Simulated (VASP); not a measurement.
Crystal: Yb.

```
Yb
1.0
     0.00000    2.72463    2.72463
     2.72463    0.00000    2.72463
     2.72463    2.72463    0.00000
Yb
1
Direct
  0.00000 0.00000 0.00000
```

Base run:

* Program: VASP 6.6.1
* Functional: PBEsol
* Potentials or basis: VASP PAW PBE potentials, release 64 (Yb)
* Cutoff: 520 eV
* k mesh: 12 × 12 × 12
* Occupations: fermi-dirac, width 0.03 eV
* Spin: no spin polarisation

Its results: band gap on the k mesh zero (bands 12 and 13 overlap by 0.05 eV); pressure -2.7 GPa.

The run is repeated on the same cell with these changes: further incar settings from ALGO = Normal; EDIFF = 1e-06; NBANDS = 18 to ALGO = Normal; EDIFF = 1e-08; NBANDS = 18. What comes out?

Band gap on the k mesh zero (bands 12 and 13 overlap by 0.05 eV); pressure -3.4 GPa.

Caveats: the PAW data sets were made with another functional, which shifts forces and pressure a little; spin-orbit coupling is left out, which moves the levels of the heavy elements; the cell stands under tension (at least some runs).
